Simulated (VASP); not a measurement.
Write the native input for VASP 6.6.1 that does the following.

```yaml
Task: relaxation of cell and atoms
Functional: r2SCAN
Potentials_or_basis: VASP PAW PBE potentials, release 64 (Cs_sv, Cl)
Cutoff: 550 eV
k_mesh: 6 × 6 × 6
Occupations: gaussian, width 0.01 eV
Spin: no spin polarisation
Target_pressure: 30 GPa
Dipole_correction: no
Further_INCAR_settings: ALGO = Normal; EDIFF = 1e-07; IBRION = 2; EDIFFG = -0.002; NSW = 100; ISIF = 3
```

CsCl:

```
CELL_PARAMETERS angstrom
4.14018 0.00000 0.00000
0.00000 4.14018 0.00000
0.00000 0.00000 4.14018
ATOMIC_POSITIONS crystal
Cs 0.00000 0.00000 0.00000
Cl 0.50000 0.50000 0.50000
```

These files were run (other wordings do the same):

POSCAR

```
CsCl
1.0
    4.1401753716      0.0000000000      0.0000000000
    0.0000000000      4.1401753716      0.0000000000
    0.0000000000      0.0000000000      4.1401753716
Cs Cl
1 1
Direct
    0.0000000000      0.0000000000      0.0000000000
    0.5000000000      0.5000000000      0.5000000000
```

INCAR.step1

```
PREC = Accurate
ENCUT = 550
ISMEAR = 0
SIGMA = 0.01
LREAL = False
LASPH = True
NELM = 120
GGA = PE
ALGO = Normal
EDIFF = 1E-5
LWAVE = True
LCHARG = False
GGA_COMPAT = False
IBRION = 2
ISIF = 3
EDIFFG = -0.005
NELMIN = 4
NSW = 100
```

INCAR.step2

```
PREC = Accurate
ENCUT = 550
EDIFF = 1E-7
ISMEAR = 0
SIGMA = 0.01
LREAL = False
LASPH = True
NELM = 120
ALGO = Normal
ISIF = 3
LWAVE = False
LCHARG = False
METAGGA = R2SCAN
LMIXTAU = True
IBRION = 2
NSW = 100
EDIFFG = -0.002
PSTRESS = 300.0
ISTART = 1
GGA_COMPAT = False
NELMIN = 4
```

KPOINTS

```
Automatic mesh
0
Gamma
  6 6 6
```

Potentials or basis: VASP PAW PBE potentials, release 64 (Cs_sv, Cl).

Command:

```bash
$ cat potpaw_PBE.64/Cs_sv/POTCAR potpaw_PBE.64/Cl/POTCAR > POTCAR
$ cp INCAR.step1 INCAR
$ mpirun -np 1 vasp_std > vasp.out
$ cp INCAR.step2 INCAR
$ mpirun -np 1 vasp_std > vasp.out
```

Results of the run:

```yaml
Relaxed_volume: 22.00 Å³/atom
Relaxed_cell: a = 3.530 Å, b = 3.530 Å, c = 3.530 Å, α = 90.00°, β = 90.00°, γ = 90.00°
Space_group_after_relaxing_to_0.1_Å: Pm-3m (No. 221)
Energy_change_on_relaxing_the_run_minimises_the_enthalpy: +790.0 meV/atom
Ionic_steps: 17
Pressure_after_relaxing: 30.0 GPa
Band_gap_on_the_k_mesh: 4.55 eV
```

Caveat: the cell is relaxed towards a set pressure, so the run minimises the enthalpy, not the energy; the volume moved by over 15 % at a fixed basis, so the end points are rough; the PAW data sets were made with another functional, which shifts forces and pressure a little; spin-orbit coupling is left out, which moves the levels of the heavy elements.

Wall time 11 min on 1 thread of Intel Xeon 8259CL (shared host), peak memory 0.22 GiB.
